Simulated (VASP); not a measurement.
Set up this calculation in VASP 6.6.1, as the native input.

```
Task                   : single point
Functional             : PBE
Potentials or basis    : VASP PAW PBE potentials, release 64 (O, C, S)
Cutoff                 : 520 eV
k mesh                 : 1 × 1 × 1
Occupations            : fermi-dirac, width 0.02 eV
Spin                   : no spin polarisation
Dipole correction      : no
Further INCAR settings : LREAL = Auto; ALGO = Normal; EDIFF = 1e-06; NBANDS = 82
```

The structure of CSO lies in POSCAR:

```
CSO
1.0
    9.5214660000      0.0000000000      0.0000000000
    0.0000000000      9.5214660000      0.0000000000
    0.0000000000      0.0000000000      9.5214660000
O C S
8 8 8
Direct
    0.6559914198      0.5857921459      0.2805030234
    0.7756578661      0.0799666774      0.3403677543
    0.7122747695      0.7942684456      0.5825468473
    0.0468835366      0.3147729562      0.1389806990
    0.1229327501      0.9284389610      0.2549607382
    0.2799778942      0.3690713174      0.7668882082
    0.2705360708      0.5752685563      0.4947347394
    0.4746222903      0.1648485643      0.9490870418
    0.5837231368      0.4951128324      0.2444896616
    0.7540330449      0.1605530073      0.4324649166
    0.7799849309      0.8094236749      0.6835607038
   -0.0405714834      0.2786965789      0.0589930164
    0.1278794673      0.9541387849      0.3727787297
    0.3687037269      0.4477146691      0.7893952465
    0.1561524244      0.5452206624      0.5220099510
    0.4606118428      0.0482698778      0.9809203751
    0.4747378187      0.3826721641      0.1885739024
    0.6938007235      0.2583425704      0.5522783991
    0.8699605712      0.8177942346      0.8229930139
   -0.1379409431      0.2225812706     -0.0545399206
    0.1318914545      0.9695670814      0.5346445600
    0.4931173414      0.5574456707      0.8060943556
   -0.0107336412      0.5239529291      0.5263790261
    0.4434506199     -0.1057295169      1.0240124788
```

These files were run (other wordings do the same):

INCAR

```
SYSTEM = CSO
  ALGO = Normal
  EDIFF = 1E-6
  ENCUT = 520
  GGA = PE
  ISIF = 2
  ISMEAR = -1
  LASPH = .TRUE.
  LCHARG = .TRUE.
  LELF = .TRUE.
  LREAL = Auto
  LVHAR = .TRUE.
  LWAVE = .FALSE.
  NBANDS = 82
  NELM = 60
  PREC = Accurate
  SIGMA = 0.02
```

KPOINTS

```
k-points
0
G
  1 1 1
  0 0 0
```

Potentials or basis: VASP PAW PBE potentials, release 64 (O, C, S).

Run with:

```console
$ cat potpaw_PBE.64/O/POTCAR potpaw_PBE.64/C/POTCAR potpaw_PBE.64/S/POTCAR > POTCAR
$ mpirun -np 1 vasp_gam > vasp.out
```

It gave:

```json
{"Pressure": "0.8 GPa", "Largest force": "3.769 eV/Å", "Band gap on the k mesh": "4.50 eV"}
```

Caveat: the k points lie up to 0.66 Å⁻¹ apart.

It took 2.9 min on 1 thread of AMD EPYC 7R13, on a shared host, peak memory 0.73 GiB.
